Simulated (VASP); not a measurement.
# BaZrO3 (Pm-3m) in VASP: single point with PBE-based screened hybrid with 25 % exact exchange

Aim: the single point of BaZrO3 with PBE-based screened hybrid with 25 % exact exchange.

All numbers are computed with VASP 6.6.1; they aren't measurements. Logs are shortened: lines on timing, memory, paths and dates and some standing lists are left out, and cuts for length are marked.

### 1 The cell of the first run

The structure is cubic, space group Pm-3m (No. 221). Conventional cell: a = 4.182 Å, b = 4.182 Å, c = 4.182 Å, α = 90.00°, β = 90.00°, γ = 90.00°. Within 3.9 Å of Ba (site symmetry m-3m) lie 12 O at 2.96 Å and 8 Zr at 3.62 Å. Zr (site symmetry m-3m) has 6 O at 2.09 Å within 2.8 Å. Within 2.8 Å of O (site symmetry 4/mmm) lie 2 Zr at 2.09 Å.

### 2 Single point, PBE-based screened hybrid with 25 % exact exchange

Input file POSCAR:

```
BaZrO3
1.0
    4.1815040793      0.0000000000      0.0000000000
    0.0000000000      4.1815040793      0.0000000000
    0.0000000000      0.0000000000      4.1815040793
Ba Zr O
1 1 3
Direct
    0.0000000000      0.0000000000      0.0000000000
    0.5000000000      0.5000000000      0.5000000000
    0.0000000000      0.5000000000      0.5000000000
    0.5000000000      0.5000000000      0.0000000000
    0.5000000000      0.0000000000      0.5000000000
```

Input file INCAR.step1:

```
PREC = Accurate
ENCUT = 520
EDIFF = 1E-5
ISMEAR = 0
SIGMA = 0.05
LREAL = F
LASPH = T
NELM = 80
ALGO = Normal
ISIF = 2
LWAVE = T
LCHARG = F
GGA = PE
NBANDS = 28
```

Input file INCAR.step2:

```
PREC = Accurate
ENCUT = 520
EDIFF = 1E-6
ISMEAR = 0
SIGMA = 0.05
LREAL = F
LASPH = T
NELM = 80
ALGO = Normal
ISIF = 2
LWAVE = F
LCHARG = F
GGA = PE
LHFCALC = T
AEXX = 0.25
HFSCREEN = 0.1
PRECFOCK = Fast
ISTART = 1
NBANDS = 28
```

Input file KPOINTS:

```
Automatic mesh
0
Gamma
  4 4 4
```

Potentials or basis: VASP PAW PBE potentials, release 64 (Ba_sv, Zr_sv, O).

The run is started by

```bash
$ cat potpaw_PBE.64/Ba_sv/POTCAR potpaw_PBE.64/Zr_sv/POTCAR potpaw_PBE.64/O/POTCAR > POTCAR
$ cp INCAR.step1 INCAR
$ mpirun -np 1 vasp_std > vasp.out
$ cp INCAR.step2 INCAR
$ mpirun -np 1 vasp_std > vasp.out
```

OUTCAR:

```text
PREC = Accurate
   ENCUT = 520
   EDIFF = 1E-6
   ISMEAR = 0
   LREAL = F
   LASPH = T
   NELM = 80
   ISIF = 2
   GGA = PE
   LHFCALC = T
   AEXX = 0.25
   HFSCREEN = 0.1
   PRECFOCK = Fast
   ISTART = 1

 ion  position               nearest neighbor table
   1  0.000  0.000  0.000-   3 2.96   4 2.96   5 2.96   3 2.96   5 2.96   3 2.96   4 2.96   3 2.96
                             4 2.96   5 2.96   5 2.96   4 2.96   2 3.62   2 3.62   2 3.62   2 3.62
   2  0.500  0.500  0.500-   3 2.09   4 2.09   5 2.09   4 2.09   5 2.09   3 2.09   1 3.62   1 3.62
                             1 3.62   1 3.62   1 3.62   1 3.62   1 3.62   1 3.62
   3  0.000  0.500  0.500-   2 2.09   2 2.09   1 2.96   1 2.96   1 2.96   1 2.96
   4  0.500  0.500  0.000-   2 2.09   2 2.09   1 2.96   1 2.96   1 2.96   1 2.96
   5  0.500  0.000  0.500-   2 2.09   2 2.09   1 2.96   1 2.96   1 2.96   1 2.96

  LATTYP: Found a simple cubic cell.
 ALAT       =     4.1815040793

  Lattice vectors:

 A1 = (   4.1815040793,   0.0000000000,   0.0000000000)
 A2 = (   0.0000000000,   4.1815040793,   0.0000000000)
 A3 = (   0.0000000000,   0.0000000000,   4.1815040793)

Analysis of symmetry for initial positions (statically):
=====================================================================
 Subroutine PRICEL returns:
 Original cell was already a primitive cell.

 Routine SETGRP: Setting up the symmetry group for a
 simple cubic supercell.

 Subroutine GETGRP returns: Found 48 space group operations
 (whereof 48 operations were pure point group operations)
 out of a pool of 48 trial point group operations.

The static configuration has the point symmetry O_h .

Analysis of symmetry for dynamics (positions and initial velocities):
=====================================================================
 Subroutine PRICEL returns:
 Original cell was already a primitive cell.

 Routine SETGRP: Setting up the symmetry group for a
 simple cubic supercell.

 Subroutine GETGRP returns: Found 48 space group operations
 (whereof 48 operations were pure point group operations)
 out of a pool of 48 trial point group operations.

The dynamic configuration has the point symmetry O_h .

 Subroutine INISYM returns: Found 48 space group operations
 (whereof 48 operations are pure point group operations),
 and found     1 'primitive' translations

----------------------------------------------------------------------------------------

                                     Primitive cell

  volume of cell :      73.1135

  direct lattice vectors                    reciprocal lattice vectors
     4.181504079  0.000000000  0.000000000     0.239148398  0.000000000  0.000000000
     0.000000000  4.181504079  0.000000000     0.000000000  0.239148398  0.000000000
     0.000000000  0.000000000  4.181504079     0.000000000  0.000000000  0.239148398

  length of vectors
     4.181504079  4.181504079  4.181504079     0.239148398  0.239148398  0.239148398

  position of ions in fractional coordinates (direct lattice)
     0.000000000  0.000000000  0.000000000
     0.500000000  0.500000000  0.500000000
     0.000000000  0.500000000  0.500000000
     0.500000000  0.500000000  0.000000000
     0.500000000  0.000000000  0.500000000

  ion indices of the primitive-cell ions
   primitive index   ion index
                 1           1
                 2           2
                 3           3
                 4           4
                 5           5

----------------------------------------------------------------------------------------

 KPOINTS: Automatic mesh

Automatic generation of k-mesh.
 Grid dimensions read from file:
 generate k-points for:    4    4    4

 Generating k-lattice:

  Cartesian coordinates                     Fractional coordinates (reciprocal lattice)
     0.059787099  0.000000000  0.000000000     0.250000000  0.000000000  0.000000000
     0.000000000  0.059787099  0.000000000     0.000000000  0.250000000  0.000000000
     0.000000000  0.000000000  0.059787099     0.000000000  0.000000000  0.250000000

  Length of vectors
     0.059787099  0.059787099  0.059787099

  Shift w.r.t. Gamma in fractional coordinates (k-lattice)
     0.000000000  0.000000000  0.000000000

 Subroutine IBZKPT returns following result:
 ===========================================

 Found     10 irreducible k-points:

 Following reciprocal coordinates:
            Coordinates               Weight
  0.000000  0.000000  0.000000      1.000000
  0.250000  0.000000  0.000000      6.000000
  0.500000  0.000000  0.000000      3.000000
  0.250000  0.250000  0.000000     12.000000
  0.500000  0.250000  0.000000     12.000000
  0.500000  0.500000  0.000000      3.000000
  0.250000  0.250000  0.250000      8.000000
  0.500000  0.250000  0.250000     12.000000
  0.500000  0.500000  0.250000      6.000000
  0.500000  0.500000  0.500000      1.000000
   k-points           NKPTS =     10   k-points in BZ     NKDIM =     64   number of bands    NBANDS=     28
   number of dos      NEDOS =    301   number of ions     NIONS =      5
   total plane-waves  NPLWV =  32768
   dimension x,y,z NGX =    32 NGY =   32 NGZ =   32
   dimension x,y,z NGXF=    64 NGYF=   64 NGZF=   64
   ions per type =               1   1   3
   NGX,Y,Z   is equivalent  to a cutoff of  12.72, 12.72, 12.72 a.u.
   NGXF,Y,Z  is equivalent  to a cutoff of  25.44, 25.44, 25.44 a.u.
 SYSTEM =  unknown system
   PREC   = accura    normal or accurate (medium, high low for compatibility)
   ISTART =      1    job   : 0-new  1-cont  2-samecut
   ICHARG =      0    charge: 1-file 2-atom 10-const
   ISPIN  =      1    spin polarized calculation?
   LNONCOLLINEAR =      F non collinear calculations
   LSORBIT =      F    spin-orbit coupling
   LASPH  =      T    aspherical Exc in radial PAW
   ENCUT  =  520.0 eV  38.22 Ry    6.18 a.u.   7.77  7.77  7.77*2*pi/ulx,y,z
   NELM   =     80;   NELMIN=  2; NELMDL=  0     # of ELM steps
   EDIFF  = 0.1E-05   stopping-criterion for ELM
   LREAL  =      F    real-space projection
   EDIFFG = 0.1E-04   stopping-criterion for IOM
   NSW    =      0    number of steps for IOM
   IBRION =     -1    ionic relax: 0-MD 1-quasi-New 2-CG
   NFREE  =      0    steps in history (QN), initial steepest desc. (CG)
   ISIF   =      2    stress and relaxation
   ISYM   =      3    0-nonsym 1-usesym 2-fastsym
   POTIM  = 0.5000    time-step for ionic-motion
   TEBEG  =    0.0;   TEEND  =   0.0 temperature during run
   PSTRESS=    0.0 pullay stress
   NELECT =      40.0000    total number of electrons
   NUPDOWN=      -1.0000    fix difference up-down
   EMIN   =  10.00;   EMAX   =-10.00  energy-range for DOS
   EFERMI =   0.00;   METHOD = LEGACY
   ISMEAR =     0;   SIGMA  =   0.05  broadening in eV -4-tet -1-fermi 0-gaus
   EFERMI_NEDOS =   21; number of points for ismear=-14 and -15
   IALGO  =     38    algorithm
   IMIX   =      1    mixing-type and parameters
     AMIX     =   0.40;   BMIX     =  1.00
     AMIX_MAG =   1.60;   BMIX_MAG =  1.00
  volume/ion in A,a.u.               =      14.62        98.68
  Fermi-wavevector in a.u.,A,eV,Ry     =   1.338944  2.530237 24.392118  1.792770
  Thomas-Fermi vector in A             =   2.467374
   LORBIT       =      0    0 simple, 1 ext, 2 COOP (PROOUT), +10 PAW based schemes
   GGA     = PE    functional components
   LHFCALC =     T    Hartree Fock is set to
   PRECFOCK=fast      Normal, Fast or Accurate (Low or Medium for compatibility)
   ENCUT4O =  -1.0   cutoff for four orbital integrals eV
   NKREDX  =     1    reduce k-point grid by
   NKREDY  =     1    reduce k-point grid by
   NKREDZ  =     1    reduce k-point grid by
   AEXX    =    0.2500 exact exchange contribution
   HFSCREEN=    0.1000 screening length (either q_TF or 0.3 A-1)
   HFSCREENC=   0.1000 screening length for correlation (either q_TF or 0.3 A-1)
   ENCUTFOCK=  -1.0 apply spherical cutoff to Coloumb kernel
   IVDW    =     0    specifies the selected vdW correction
   LEPSILON=     F    determine dielectric tensor
   LRPA    =     F    only Hartree local field effects (RPA)
 non-spin polarized calculation
 Gauss-broadening in eV      SIGMA  =   0.05
  energy-cutoff  :      520.00
  volume of cell :       73.11
 maximum number of plane-waves:      1986
 NGX is ok and might be reduce to    32
  NGX = 18; NGY = 18; NGZ = 18

 number of electron      40.0000004 magnetization

 Free energy of the ion-electron system (eV)
  ---------------------------------------------------
  ext. energy  EPLUGINS =         0.00000000
  ---------------------------------------------------
  free energy    TOTEN  =       -51.19263369 eV

  energy without entropy =      -51.19263369  energy(sigma->0) =      -51.19263369

 E-fermi :   2.9238     XC(G=0):  -8.7005

 val. band max:        2.6023606490   @ k =   0.5000   0.5000   0.5000
 cond. band min:       7.6555566981   @ k =   0.0000   0.0000   0.0000
 fundamental gap:      5.0531960491
 Fermi energy:         2.9238216191

 k-point     1 :       0.0000    0.0000    0.0000
  band No.  band energies     occupation
      1     -47.2772      2.00000
      2     -24.0804      2.00000
      3     -24.0683      2.00000
      4     -24.0683      2.00000
      5     -24.0683      2.00000
      6     -15.4013      2.00000
[... 20 lines left out ...]
     27      12.1538      0.00000
     28      12.1538      0.00000

 k-point     2 :       0.2500    0.0000    0.0000
  band No.  band energies     occupation
      1     -47.2752      2.00000
      2     -24.3494      2.00000
      3     -24.0629      2.00000
      4     -24.0629      2.00000
      5     -23.9227      2.00000
      6     -15.4563      2.00000
[... 20 lines left out ...]
     27      12.1571      0.00000
     28      12.5913      0.00000

 k-point     3 :       0.5000    0.0000    0.0000
  band No.  band energies     occupation
      1     -47.2731      2.00000
      2     -24.5168      2.00000
      3     -24.0576      2.00000
      4     -24.0576      2.00000
      5     -23.8684      2.00000
      6     -15.5768      2.00000
[... 182 lines left out ...]
      3     -24.3695      2.00000
      4     -24.2102      2.00000
      5     -23.9458      2.00000
      6     -14.6622      2.00000
[... 20 lines left out ...]
     27      12.9310      0.00000
     28      14.2248      0.00000

 k-point    10 :       0.5000    0.5000    0.5000
  band No.  band energies     occupation
      1     -47.2650      2.00000
      2     -24.3625      2.00000
      3     -24.3625      2.00000
      4     -24.3625      2.00000
      5     -23.9247      2.00000
      6     -14.0230      2.00000
[... 20 lines left out ...]
     27      13.9467      0.00000
     28      13.9467      0.00000

------------------------ aborting loop because EDIFF is reached ----------------------------------------

  FORCE on cell =-STRESS in cart. coord.  units (eV):
  Direction    XX          YY          ZZ          XY          YZ          ZX
  --------------------------------------------------------------------------------------
  -------------------------------------------------------------------------------------
  Total        1.0014374      1.0014374      1.0014374     -0.0000000     -0.0000000      0.0000000
  in kB       21.9450620     21.9450620     21.9450620     -0.0000000     -0.0000000      0.0000000
  external PRESSURE =      21.9450620 kB  Pullay stress =       0.0000000 kB

 VOLUME and BASIS-vectors are now :
 -----------------------------------------------------------------------------
  energy-cutoff  :      520.00
  volume of cell :       73.11
      direct lattice vectors                 reciprocal lattice vectors
     4.181504079  0.000000000  0.000000000     0.239148398  0.000000000  0.000000000
     0.000000000  4.181504079  0.000000000     0.000000000  0.239148398  0.000000000
     0.000000000  0.000000000  4.181504079     0.000000000  0.000000000  0.239148398

 POSITION                                       TOTAL-FORCE (eV/Angst)
 -----------------------------------------------------------------------------------
      0.00000      0.00000      0.00000         0.000000      0.000000      0.000000
      2.09075      2.09075      2.09075         0.000000      0.000000      0.000000
      0.00000      2.09075      2.09075         0.000000      0.000000      0.000000
      2.09075      2.09075      0.00000         0.000000      0.000000      0.000000
      2.09075      0.00000      2.09075         0.000000      0.000000      0.000000
 -----------------------------------------------------------------------------------
    total drift:                               -0.000000     -0.000001     -0.000000

  FREE ENERGIE OF THE ION-ELECTRON SYSTEM (eV)
  ---------------------------------------------------
  free  energy   TOTEN  =       -51.1926336949 eV

  energy  without entropy=      -51.1926336949  energy(sigma->0) =      -51.19263369
```

Wall time 22 min (1 thread of Oxide Virtual Turin-like, shared host); peak memory 0.27 GiB.

What came out:

```
Free energy            : -51.1926 eV
Pressure               : 2.2 GPa
Band gap on the k mesh : 5.05 eV (least direct gap 5.33 eV)
```

Levels at points of the mesh, in eV from the valence-band top:
| k point | band 18 | band 19 | band 20 | band 21 | band 22 | band 23 |
| --- | --- | --- | --- | --- | --- | --- |
| (0.00, 0.00, 0.00) | -0.28 | -0.28 | -0.28 | 5.05 | 5.05 | 5.05 |
| (0.50, 0.00, 0.00) | -1.79 | -0.56 | -0.56 | 5.55 | 7.84 | 7.84 |
| (0.50, 0.50, 0.00) | -1.00 | -0.96 | -0.08 | 7.80 | 7.80 | 8.55 |
| (0.50, 0.50, 0.50) | 0.00 | 0.00 | 0.00 | 7.93 | 7.93 | 7.93 |

Caveat: the PAW data sets were made with another functional, which shifts forces and pressure a little; spin-orbit coupling is left out, which moves the levels of the heavy elements. A k mesh can miss the band edges.
